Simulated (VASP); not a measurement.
Wanted: the native input for a VASP 6.6.1 run.

| Quantity | Value |
| --- | --- |
| Task | single point |
| Functional | PBE-based global hybrid with 20 % exact exchange |
| Potentials or basis | VASP PAW PBE potentials, release 64 (B, As) |
| Cutoff | 520 eV |
| k mesh | 4 × 4 × 4 |
| Occupations | gaussian, width 0.01 eV |
| Spin | no spin polarisation |
| Dipole correction | no |
| Grid for exact exchange (PRECFOCK) | Normal |
| Share of exact exchange | 0.2 |
| Further INCAR settings | ALGO = Normal; EDIFF = 1e-06; NBANDS = 11 |

BAs:

```xyz
2
Lattice="0.0000 2.3919 2.3919 2.3919 0.0000 2.3919 2.3919 2.3919 0.0000" Properties=species:S:1:pos:R:3 pbc="T T T"
B     0.0000    0.0000    0.0000
As    1.1959    1.1959    1.1959
```

The input as run:

POSCAR

```
BAs
1.0
    0.0000000000      2.3918698977      2.3918698977
    2.3918698977      0.0000000000      2.3918698977
    2.3918698977      2.3918698977      0.0000000000
B As
1 1
Direct
    0.0000000000      0.0000000000      0.0000000000
    0.2500000000      0.2500000000      0.2500000000
```

INCAR.step1

```
SYSTEM = BAs
  PREC = Accurate
  ENCUT = 520
  EDIFF = 1E-5
  ISMEAR = 0
  SIGMA = 0.01
  LREAL = .FALSE.
  LASPH = .TRUE.
  NELM = 100
  ALGO = Normal
  ISIF = 2
  LWAVE = .TRUE.
  NBANDS = 11
  GGA = PE
```

INCAR.step2

```
SYSTEM = BAs
  PREC = Accurate
  ENCUT = 520
  EDIFF = 1E-6
  ISMEAR = 0
  SIGMA = 0.01
  LREAL = .FALSE.
  LASPH = .TRUE.
  NELM = 100
  ALGO = Normal
  ISIF = 2
  LWAVE = .FALSE.
  LCHARG = .TRUE.
  GGA = PE
  LHFCALC = .TRUE.
  AEXX = 0.2
  PRECFOCK = Normal
  LELF = .TRUE.
  LVHAR = .TRUE.
  NBANDS = 11
  ISTART = 1
```

KPOINTS

```
regular mesh
0
G
  4 4 4
  0 0 0
```

Potentials or basis: VASP PAW PBE potentials, release 64 (B, As).

Run with:

```sh
$ cat potpaw_PBE.64/B/POTCAR potpaw_PBE.64/As/POTCAR > POTCAR
$ cp INCAR.step1 INCAR
$ mpirun -np 1 vasp_std > vasp.out
$ cp INCAR.step2 INCAR
$ mpirun -np 1 vasp_std > vasp.out
```

It gave:

```
Pressure               : 0.0 GPa
Band gap on the k mesh : 2.59 eV (least direct gap 4.57 eV)
```

Caveat: the k points lie up to 0.57 Å⁻¹ apart; the PAW data sets were made with another functional, which shifts forces and pressure a little.

Wall time 2.3 min on 1 thread of Intel Xeon 8259CL, on a shared host, peak memory 0.16 GiB.
